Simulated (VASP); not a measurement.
# NaCl (Fm-3m) in VASP: settings compared

NaCl is run at these levels: PBE, r2SCAN; tasks: G0W0 quasiparticle levels, dielectric tensor.

Everything below comes from runs of VASP 6.6.1. Logs are shortened: lines on timing, memory, paths and dates and some standing lists are left out, and cuts for length are marked.

**1. The cell of the first run**

Symmetry: Fm-3m, No. 225, cubic system. The conventional cell has a = 5.830 Å, b = 5.830 Å, c = 5.830 Å, α = 90.00°, β = 90.00°, γ = 90.00°. Na (site symmetry m-3m) has 6 Cl at 2.91 Å within 3.8 Å. Within 3.8 Å of Cl (site symmetry m-3m) lie 6 Na at 2.91 Å.

**2. G0W0 quasiparticle levels, PBE**

Input file POSCAR:

```
NaCl
1.0
    0.0000000000      2.9148067784      2.9148067784
    2.9148067784      0.0000000000      2.9148067784
    2.9148067784      2.9148067784      0.0000000000
Na Cl
1 1
Direct
    0.0000000000      0.0000000000      0.0000000000
    0.5000000000      0.5000000000      0.5000000000
```

Input file INCAR.step1:

```
SYSTEM = NaCl
PREC = Accurate
ENCUT = 500
EDIFF = 1E-8
ISMEAR = 0
SIGMA = 0.01
LREAL = .FALSE.
LASPH = .TRUE.
NELM = 80
ALGO = Normal
LWAVE = .TRUE.
LCHARG = .FALSE.
GGA = PE
```

Input file INCAR.step2:

```
SYSTEM = NaCl
PREC = Accurate
ENCUT = 500
EDIFF = 1E-8
ISMEAR = 0
SIGMA = 0.01
LREAL = .FALSE.
LASPH = .TRUE.
NELM = 1
ALGO = Exact
LWAVE = .TRUE.
LCHARG = .FALSE.
GGA = PE
NBANDS = 214
LOPTICS = .TRUE.
ISTART = 1
```

Input file INCAR.step3:

```
SYSTEM = NaCl
PREC = Accurate
ENCUT = 500
EDIFF = 1E-8
ISMEAR = 0
SIGMA = 0.01
LREAL = .FALSE.
LASPH = .TRUE.
ALGO = EVGW0
LWAVE = .FALSE.
LCHARG = .FALSE.
GGA = PE
NELMGW = 1
NBANDS = 214
ENCUTGW = 150.0
NOMEGA = 96
PRECFOCK = Fast
ISTART = 1
NBANDSGW = 16
OMEGAMAX = 20
```

Input file KPOINTS:

```
Automatic mesh
0
G
  4 4 4
  0 0 0
```

Potentials or basis: VASP PAW PBE potentials, release 64 (Na_sv_GW, Cl_GW).

Launch:

```console
$ cat potpaw_PBE.64/Na_sv_GW/POTCAR potpaw_PBE.64/Cl_GW/POTCAR > POTCAR
$ cp INCAR.step1 INCAR
$ mpirun -np 1 vasp_std > vasp.out
$ cp INCAR.step2 INCAR
$ mpirun -np 1 vasp_std > vasp.out
$ cp INCAR.step3 INCAR
$ mpirun -np 1 vasp_std > vasp.out
```

OUTCAR:

```text
SYSTEM = NaCl
   PREC = Accurate
   ENCUT = 500
   EDIFF = 1E-8
   ISMEAR = 0
   LREAL = .FALSE.
   LASPH = .TRUE.
   GGA = PE
   NELMGW = 1
   ENCUTGW = 150.0
   PRECFOCK = Fast
   ISTART = 1

 ion  position               nearest neighbor table
   1  0.000  0.000  0.000-
   2  0.500  0.500  0.500-

  LATTYP: Found a face centered cubic cell.
 ALAT       =     5.8296135568

  Lattice vectors:

 A1 = (   0.0000000000,   2.9148067784,   2.9148067784)
 A2 = (   2.9148067784,   0.0000000000,   2.9148067784)
 A3 = (   2.9148067784,   2.9148067784,   0.0000000000)

Analysis of symmetry for initial positions (statically):
=====================================================================
 Subroutine PRICEL returns:
 Original cell was already a primitive cell.

 Routine SETGRP: Setting up the symmetry group for a
 face centered cubic supercell.

 Subroutine GETGRP returns: Found 48 space group operations
 (whereof 48 operations were pure point group operations)
 out of a pool of 48 trial point group operations.

The static configuration has the point symmetry O_h .

Analysis of symmetry for dynamics (positions and initial velocities):
=====================================================================
 Subroutine PRICEL returns:
 Original cell was already a primitive cell.

 Routine SETGRP: Setting up the symmetry group for a
 face centered cubic supercell.

 Subroutine GETGRP returns: Found 48 space group operations
 (whereof 48 operations were pure point group operations)
 out of a pool of 48 trial point group operations.

The dynamic configuration has the point symmetry O_h .

 Subroutine INISYM returns: Found 48 space group operations
 (whereof 48 operations are pure point group operations),
 and found     1 'primitive' translations

----------------------------------------------------------------------------------------

                                     Primitive cell

  volume of cell :      49.5290

  direct lattice vectors                    reciprocal lattice vectors
     0.000000000  2.914806778  2.914806778    -0.171537957  0.171537957  0.171537957
     2.914806778  0.000000000  2.914806778     0.171537957 -0.171537957  0.171537957
     2.914806778  2.914806778  0.000000000     0.171537957  0.171537957 -0.171537957

  length of vectors
     4.122159278  4.122159278  4.122159278     0.297112457  0.297112457  0.297112457

  position of ions in fractional coordinates (direct lattice)
     0.000000000  0.000000000  0.000000000
     0.500000000  0.500000000  0.500000000

  ion indices of the primitive-cell ions
   primitive index   ion index
                 1           1
                 2           2

----------------------------------------------------------------------------------------

 KPOINTS: Automatic mesh

Automatic generation of k-mesh.
 Grid dimensions read from file:
 generate k-points for:    4    4    4

 Generating k-lattice:

  Cartesian coordinates                     Fractional coordinates (reciprocal lattice)
    -0.042884489  0.042884489  0.042884489     0.250000000  0.000000000  0.000000000
     0.042884489 -0.042884489  0.042884489     0.000000000  0.250000000  0.000000000
     0.042884489  0.042884489 -0.042884489     0.000000000  0.000000000  0.250000000

  Length of vectors
     0.074278114  0.074278114  0.074278114

  Shift w.r.t. Gamma in fractional coordinates (k-lattice)
     0.000000000  0.000000000  0.000000000

 Subroutine IBZKPT returns following result:
 ===========================================

 Found      8 irreducible k-points:

 Following reciprocal coordinates:
            Coordinates               Weight
  0.000000  0.000000  0.000000      1.000000
  0.250000  0.000000  0.000000      8.000000
  0.500000  0.000000  0.000000      4.000000
  0.250000  0.250000  0.000000      6.000000
  0.500000  0.250000  0.000000     24.000000
 -0.250000  0.250000  0.000000     12.000000
  0.500000  0.500000  0.000000      3.000000
 -0.250000  0.500000  0.250000      6.000000
   k-points           NKPTS =      8   k-points in BZ     NKDIM =     64   number of bands    NBANDS=    214
   number of dos      NEDOS =    301   number of ions     NIONS =      2
   total plane-waves  NPLWV =  27000
   dimension x,y,z NGX =    30 NGY =   30 NGZ =   30
   dimension x,y,z NGXF=    60 NGYF=   60 NGZF=   60
   ions per type =               1   1
   NGX,Y,Z   is equivalent  to a cutoff of  12.10, 12.10, 12.10 a.u.
   NGXF,Y,Z  is equivalent  to a cutoff of  24.20, 24.20, 24.20 a.u.
 SYSTEM =  NaCl
   PREC   = accura    normal or accurate (medium, high low for compatibility)
   ISTART =      1    job   : 0-new  1-cont  2-samecut
   ICHARG =      0    charge: 1-file 2-atom 10-const
   ISPIN  =      1    spin polarized calculation?
   LNONCOLLINEAR =      F non collinear calculations
   LSORBIT =      F    spin-orbit coupling
   LASPH  =      T    aspherical Exc in radial PAW
   ENCUT  =  500.0 eV  36.75 Ry    6.06 a.u.   7.52  7.52  7.52*2*pi/ulx,y,z
   NELM   =     60;   NELMIN=  2; NELMDL=  0     # of ELM steps
   EDIFF  = 0.1E-07   stopping-criterion for ELM
   LREAL  =      F    real-space projection
   EDIFFG = 0.1E-06   stopping-criterion for IOM
   NSW    =      0    number of steps for IOM
   IBRION =     -1    ionic relax: 0-MD 1-quasi-New 2-CG
   NFREE  =      0    steps in history (QN), initial steepest desc. (CG)
   ISIF   =      0    stress and relaxation
   ISYM   =      3    0-nonsym 1-usesym 2-fastsym
   POTIM  = 0.5000    time-step for ionic-motion
   TEBEG  =    0.0;   TEEND  =   0.0 temperature during run
   PSTRESS=    0.0 pullay stress
   NELECT =      16.0000    total number of electrons
   NUPDOWN=      -1.0000    fix difference up-down
   EMIN   =  10.00;   EMAX   =-10.00  energy-range for DOS
   EFERMI =   0.00;   METHOD = LEGACY
   ISMEAR =     0;   SIGMA  =   0.01  broadening in eV -4-tet -1-fermi 0-gaus
   EFERMI_NEDOS =   21; number of points for ismear=-14 and -15
   IALGO  =     38    algorithm
   IMIX   =      4    mixing-type and parameters
     AMIX     =   0.40;   BMIX     =  1.00
     AMIX_MAG =   1.60;   BMIX_MAG =  1.00
  volume/ion in A,a.u.               =      24.76       167.12
  Fermi-wavevector in a.u.,A,eV,Ry     =   1.123298  2.122726 17.167815  1.261799
  Thomas-Fermi vector in A             =   2.259963
   LORBIT       =      0    0 simple, 1 ext, 2 COOP (PROOUT), +10 PAW based schemes
   GGA     = PE    functional components
   LHFCALC =     T    Hartree Fock is set to
   PRECFOCK=fast      Normal, Fast or Accurate (Low or Medium for compatibility)
   ENCUT4O =  -1.0   cutoff for four orbital integrals eV
   NKREDX  =     1    reduce k-point grid by
   NKREDY  =     1    reduce k-point grid by
   NKREDZ  =     1    reduce k-point grid by
   AEXX    =    1.0000 exact exchange contribution
   HFSCREEN=    0.0000 screening length (either q_TF or 0.3 A-1)
   HFSCREENC=   0.0000 screening length for correlation (either q_TF or 0.3 A-1)
   ENCUTFOCK=  -1.0 apply spherical cutoff to Coloumb kernel
   IVDW    =     0    specifies the selected vdW correction
   LEPSILON=     F    determine dielectric tensor
   LRPA    =     F    only Hartree local field effects (RPA)
   LRPAFORCE           =     F    calculate RPA forces
   ENCUTGW             = 150.0    cutoff for response function in eV
   ENCUTGWSOFT         = 120.0    soft cutoff for Coulomb kernel in GW response function in eV
   ENCUTLF             =  -1.0    cutoff for local field effects
   NELMGW              =     1    number of iterations in solving QP/BSE equation
   NELMHF              =     1    number of iterations in the inner HF iteration
   NKREDLFX            =     1    NKREDLFY  =   1   NKREDLFZ  =   1
 non-spin polarized calculation
 Gauss-broadening in eV      SIGMA  =   0.01
  energy-cutoff  :      500.00
  volume of cell :       49.53
 maximum number of plane-waves:      1283
  NGX = 18; NGY = 18; NGZ = 18
   NGX = 15   NGY = 15   NGZ = 15
 maximum number of plane-waves:       211
 NGX is ok and might be reduce to    18

 QP shifts <psi_nk| G(iteration)W_0 |psi_nk>: iteration 1
 for sc-GW calculations column KS-energies equals QP-energies in previous step
 and V_xc(KS)=  KS-energies - (<T + V_ion + V_H > + <T+V_H+V_ion>^1  + <V_x>^1)

 k-point   1 :       0.0000    0.0000    0.0000
  band No.  KS-energies  QP-energies   sigma(KS)   V_xc(KS)     V^pw_x(r,r')   Z            occupation Imag(sigma)

      1     -50.5411     -59.5714     -41.1803     -29.2774     -49.1303       0.7587       2.0000       0.1961
      2     -22.4746     -28.3535     -35.6127     -28.3246     -41.3656       0.8066       2.0000       0.0390
      3     -22.4746     -28.3535     -35.6127     -28.3246     -41.3656       0.8066       2.0000       0.0390
      4     -22.4746     -28.3535     -35.6127     -28.3246     -41.3656       0.8066       2.0000       0.0390
      5     -13.9038     -15.2269     -16.8979     -15.0106     -24.2299       0.7011       2.0000       1.2789
      6      -1.4471      -3.4712     -16.9247     -14.3647     -18.7456       0.7907       2.0000       0.0356
[... 8 lines left out ...]
     15      13.0455      13.3014      -4.5341      -4.8583      -0.8184       0.7894       0.0000      -0.1607
     16      14.7374      15.7738      -6.9147      -8.2130      -2.8855       0.7983       0.0000      -0.2081

 k-point   2 :       0.2500    0.0000    0.0000
  band No.  KS-energies  QP-energies   sigma(KS)   V_xc(KS)     V^pw_x(r,r')   Z            occupation Imag(sigma)

      1     -50.5409     -59.5815     -41.1808     -29.2780     -49.1310       0.7595       2.0000       0.1960
      2     -22.4839     -28.3289     -35.5705     -28.2882     -41.3260       0.8026       2.0000       0.0456
      3     -22.4755     -28.3520     -35.6091     -28.3223     -41.3617       0.8064       2.0000       0.0391
      4     -22.4755     -28.3520     -35.6091     -28.3223     -41.3617       0.8064       2.0000       0.0391
      5     -13.7832     -15.0735     -17.0655     -15.1916     -24.3664       0.6885       2.0000       1.2269
      6      -2.3837      -4.5167     -15.6704     -12.9515     -17.5456       0.7845       2.0000       0.0393
[... 8 lines left out ...]
     15      13.4092      14.3043      -6.1564      -7.2776      -2.2587       0.7984       0.0000      -0.1731
     16      16.6914      17.5032      -6.2674      -7.2513      -2.0690       0.8251       0.0000      -0.4348

 k-point   3 :       0.5000    0.0000    0.0000
  band No.  KS-energies  QP-energies   sigma(KS)   V_xc(KS)     V^pw_x(r,r')   Z            occupation Imag(sigma)

      1     -50.5407     -59.5986     -41.1811     -29.2785     -49.1315       0.7610       2.0000       0.1961
      2     -22.4926     -28.3201     -35.5307     -28.2527     -41.2889       0.8007       2.0000       0.0521
      3     -22.4764     -28.3483     -35.6056     -28.3200     -41.3577       0.8060       2.0000       0.0391
      4     -22.4764     -28.3483     -35.6056     -28.3200     -41.3577       0.8060       2.0000       0.0391
      5     -13.6571     -14.9030     -17.2426     -15.3879     -24.5154       0.6717       2.0000       1.1703
      6      -3.0895      -5.3280     -15.0846     -12.2068     -17.0959       0.7779       2.0000       0.0482
[... 74 lines left out ...]
      1     -50.5405     -59.6227     -41.1811     -29.2790     -49.1316       0.7631       2.0000       0.1957
      2     -22.4874     -28.3344     -35.5674     -28.2786     -41.3165       0.8022       2.0000       0.0403
      3     -22.4799     -28.3352     -35.5941     -28.3065     -41.3455       0.8034       2.0000       0.0393
      4     -22.4799     -28.3352     -35.5941     -28.3065     -41.3455       0.8034       2.0000       0.0393
      5     -13.6159     -14.8315     -17.2212     -15.3864     -24.4852       0.6625       2.0000       1.1570
      6      -2.8603      -5.0985     -15.4478     -12.5737     -17.4712       0.7787       2.0000       0.0465
[... 8 lines left out ...]
     15      14.6086      15.8960      -7.3400      -8.9304      -3.2033       0.8095       0.0000      -0.2518
     16      14.7602      16.4907      -9.0704     -11.2602      -4.7811       0.7903       0.0000      -0.1839

 k-point   8 :      -0.2500    0.5000    0.2500
  band No.  KS-energies  QP-energies   sigma(KS)   V_xc(KS)     V^pw_x(r,r')   Z            occupation Imag(sigma)

      1     -50.5405     -59.6300     -41.1812     -29.2790     -49.1317       0.7637       2.0000       0.1958
      2     -22.4836     -28.3350     -35.5810     -28.2926     -41.3311       0.8028       2.0000       0.0399
      3     -22.4836     -28.3350     -35.5810     -28.2926     -41.3311       0.8028       2.0000       0.0399
      4     -22.4810     -28.3285     -35.5839     -28.3000     -41.3385       0.8028       2.0000       0.0429
      5     -13.6052     -14.8584     -17.2631     -15.4190     -24.5172       0.6796       2.0000       1.1601
      6      -2.4499      -4.6333     -15.8228     -13.0349     -17.7762       0.7832       2.0000       0.0416
[... 8 lines left out ...]
     15      13.9755      15.4395      -7.9564      -9.7867      -3.8671       0.7999       0.0000      -0.1702
     16      14.8096      16.5683      -9.1612     -11.3927      -4.8584       0.7881       0.0000      -0.1745
```

Wall time 4.5 min (1 thread of AMD EPYC 9R14 (Zen 4), shared host); peak memory 0.56 GiB.

Results:

```yaml
Quasiparticle_gap: 7.62 eV
Least_direct_quasiparticle_gap: 7.62 eV
Band_gap_of_the_starting_levels_on_the_mesh: 4.76 eV
Least_direct_gap_of_the_starting_levels_on_the_mesh: 4.76 eV
```

Caveat: the k points lie up to 0.47 Å⁻¹ apart; bands, screening cutoff and mesh are small and nothing is extrapolated, so the quasiparticle values aren't converged.

**3. Dielectric tensor, r2SCAN (strain -4.0%)**

Input file INCAR:

```
  PREC = Accurate
  ENCUT = 520
  EDIFF = 1E-8
  ISMEAR = 0
  SIGMA = 0.01
  LREAL = F
  LASPH = T
  NELM = 60
  ALGO = Normal
  ISIF = 2
  LWAVE = F
  LCHARG = F
  METAGGA = R2SCAN
  LMIXTAU = T
  LCALCEPS = T
```

Input file KPOINTS:

```
Automatic mesh
0
Gamma
  6 6 6
```

Input file POSCAR:

```
NaCl
1.0
    0.0000000000      2.6905908724      2.6905908724
    2.6905908724      0.0000000000      2.6905908724
    2.6905908724      2.6905908724      0.0000000000
Na Cl
1 1
Direct
    0.0000000000      0.0000000000      0.0000000000
    0.5000000000      0.5000000000      0.5000000000
```

Potentials or basis: VASP PAW PBE potentials, release 64 (Na_pv, Cl).

Launch:

```console
$ cat potpaw_PBE.64/Na_pv/POTCAR potpaw_PBE.64/Cl/POTCAR > POTCAR
$ mpirun -np 1 vasp_std > vasp.out
```

OUTCAR:

```text
PREC = Accurate
   ENCUT = 520
   EDIFF = 1E-8
   ISMEAR = 0
   LREAL = F
   LASPH = T
   NELM = 60
   ISIF = 2
   METAGGA = R2SCAN

 ion  position               nearest neighbor table
   1  0.000  0.000  0.000-   2 2.69   2 2.69   2 2.69   2 2.69   2 2.69   2 2.69
   2  0.500  0.500  0.500-   1 2.69   1 2.69   1 2.69   1 2.69   1 2.69   1 2.69

  LATTYP: Found a face centered cubic cell.
 ALAT       =     5.3811817448

  Lattice vectors:

 A1 = (   0.0000000000,   2.6905908724,   2.6905908724)
 A2 = (   2.6905908724,   0.0000000000,   2.6905908724)
 A3 = (   2.6905908724,   2.6905908724,   0.0000000000)

Analysis of symmetry for initial positions (statically):
=====================================================================
 Subroutine PRICEL returns:
 Original cell was already a primitive cell.

 Routine SETGRP: Setting up the symmetry group for a
 face centered cubic supercell.

[... 524 lines left out ...]
  y     0.00000     0.00000     0.00000     0.00000     0.00000     0.00000
  z     0.00000     0.00000     0.00000     0.00000     0.00000     0.00000

 PIEZOELECTRIC TENSOR (including local field effects) (C/m^2)
          XX          YY          ZZ          XY          YZ          ZX
  --------------------------------------------------------------------------------
  x     0.00000     0.00000     0.00000     0.00000     0.00000     0.00000
  y     0.00000     0.00000     0.00000     0.00000     0.00000     0.00000
  z     0.00000     0.00000     0.00000     0.00000     0.00000     0.00000

 BORN EFFECTIVE CHARGES (including local field effects) (in |e|, cummulative output)
 ---------------------------------------------------------------------------------
 ion    1
    1     1.03477     0.00000    -0.00000
    2     0.00000     1.03477     0.00000
    3     0.00000     0.00000     1.03477
 ion    2
    1    -1.03477    -0.00000     0.00000
    2     0.00000    -1.03477     0.00000
    3    -0.00000     0.00000    -1.03477

  FORCE on cell =-STRESS in cart. coord.  units (eV):
  Direction    XX          YY          ZZ          XY          YZ          ZX
  --------------------------------------------------------------------------------------
  -------------------------------------------------------------------------------------
  Total        0.9950749      0.9950749      0.9950749      0.0000000      0.0000000      0.0000000
  in kB       40.9254423     40.9254423     40.9254423      0.0000000      0.0000000      0.0000000
  external PRESSURE =      40.9254423 kB  Pullay stress =       0.0000000 kB

 VOLUME and BASIS-vectors are now :
 -----------------------------------------------------------------------------
  energy-cutoff  :      520.00
  volume of cell :       38.96
      direct lattice vectors                 reciprocal lattice vectors
     0.000000000  2.690590872  2.690590872    -0.185832787  0.185832787  0.185832787
     2.690590872  0.000000000  2.690590872     0.185832787 -0.185832787  0.185832787
     2.690590872  2.690590872  0.000000000     0.185832787  0.185832787 -0.185832787

 POSITION                                       TOTAL-FORCE (eV/Angst)
 -----------------------------------------------------------------------------------
      0.00000      0.00000      0.00000        -0.000000     -0.000000      0.000000
      2.69059      2.69059      2.69059         0.000000      0.000000     -0.000000
 -----------------------------------------------------------------------------------
    total drift:                                0.000000      0.000000      0.000000

  FREE ENERGIE OF THE ION-ELECTRON SYSTEM (eV)
  ---------------------------------------------------
  free  energy   TOTEN  =       -13.7331116034 eV

  energy  without entropy=      -13.7331116034  energy(sigma->0) =      -13.73311160
```

Run time: 13 min. Hardware: 1 thread of Intel Xeon Platinum 8488C (Sapphire Rapids), shared host; peak memory 0.27 GiB.

Results:

```yaml
Band_gap_on_the_k_mesh: 6.57 eV
Electronic_dielectric_tensor_diagonal: 2.52
Born_charges_mean_of_the_diagonal: Na +1.03; Cl -1.03 e
```

Levels at points of the mesh, in eV from the valence-band top:
```tsv
k point	band 4	band 5	band 6	band 7	band 8	band 9	band 10	band 11
(0.00, 0.00, 0.00)	-13.59	0.00	0.00	0.00	6.57	11.86	11.86	11.86
(0.50, 0.00, 0.00)	-13.08	-2.39	-0.37	-0.37	8.20	12.09	12.09	12.85
(0.50, 0.50, 0.00)	-13.02	-2.09	-0.76	-0.76	8.45	8.85	13.34	16.54
```

Electronic dielectric tensor:
```
2.52 0.00 0.00
0.00 2.52 0.00
0.00 0.00 2.52
```

Born effective charge tensors (e):
atom 1, Na
```
1.03 0.00 0.00
0.00 1.03 0.00
0.00 0.00 1.03
```
atom 2, Cl
```
-1.03  0.00  0.00
 0.00 -1.03  0.00
 0.00  0.00 -1.03
```

Dipole moments of the cell (e·Å, modulo the quantum): ionic -18.834, -18.834, -18.834; electronic 0.000, 0.000, 0.003

Caveat: the cell differs from its parent crystal (strain -4.0%); the PAW data sets were made with another functional, which shifts forces and pressure a little.

(Part 1 of 2 ends here.)
